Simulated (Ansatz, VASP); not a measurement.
**Ge: VASP beside Ansatz**

Contents of INCAR:

```
PREC     = Accurate       # precision mode
ENCUT    = 520            # plane-wave cutoff, eV
EDIFF    = 1E-6           # SCF threshold, eV
ISMEAR   = 0              # smearing method
SIGMA    = 0.15           # smearing width, eV
LREAL    = False          # projectors in reciprocal space
LASPH    = True           # aspherical terms in the spheres
NELM     = 100            # most SCF steps
ALGO     = Normal         # electronic algorithm
ISIF     = 2              # what is computed and relaxed
LWAVE    = False          # write WAVECAR
LCHARG   = False          # write CHGCAR
GGA      = PS             # functional
NBANDS   = 21             # bands
```

Contents of KPOINTS:

```
Automatic mesh
0
Gamma
  20 20 20
```

File POSCAR:

```
Ge
1.0
   -2.6517244106      2.6517244106      1.3554902639
    2.6517244106     -2.6517244106      1.3554902639
    2.6517244106      2.6517244106     -1.3554902639
Ge
2
Direct
    0.2500000000      0.7500000000      0.5000000000
    0.5000000000      0.5000000000      0.0000000000
```

Input for Ansatz:

```yaml
crystal:
  lattice:
    - [-2.6517244106, 2.6517244106, 1.3554902639]
    - [2.6517244106, -2.6517244106, 1.3554902639]
    - [2.6517244106, 2.6517244106, -1.3554902639]
  atoms:
    - { symbol: Ge, position: [0.25, 0.75, 0.5] }
    - { symbol: Ge, position: [0.5, 0.5, 0.0] }
basis:
  ecutwfc: 420
kpoints:
  mp_grid: { grid: [20, 20, 20] }
hamiltonian:
  xc: pbesol
scf:
  occupations: { method: gaussian, width: 0.15 }
output:
  forces: true
  stress: true
  eigenvalues: true
```

Change from the starting cell: strain +0.030 along x and y, -0.030 along z, atoms carried along.

Alike in both runs: task single point; functional PBEsol; k mesh 20 × 20 × 20; occupations gaussian, width 0.15 eV; no spin polarisation.

|  | VASP | Ansatz |
| --- | --- | --- |
| version | VASP 6.6.1 | Ansatz 0.2.0 |
| potentials or method | VASP PAW PBE potentials, release 64 (Ge_d), cutoff 520 eV | scalar-relativistic, plane waves, PAW |
| valence electrons in the cell | 28 | 28 |

VASP gave:

```
gap on the k mesh at the Fermi level (eV)                     : none
pressure (GPa)                                                : -2.5
traceless stress, the component that is largest in VASP (GPa) : 3.89
```

Estimate Ansatz's values.

gap on the k mesh at the Fermi level (eV): none; pressure (GPa): -2.5; traceless stress, the component that is largest in VASP (GPa): 3.88.

VASP's potentials were made for PBE, not for PBEsol. A gap of «none» marks a metal or a gap that the smearing closes. With one functional, cell and mesh, what is left measures potentials, basis and numerics.
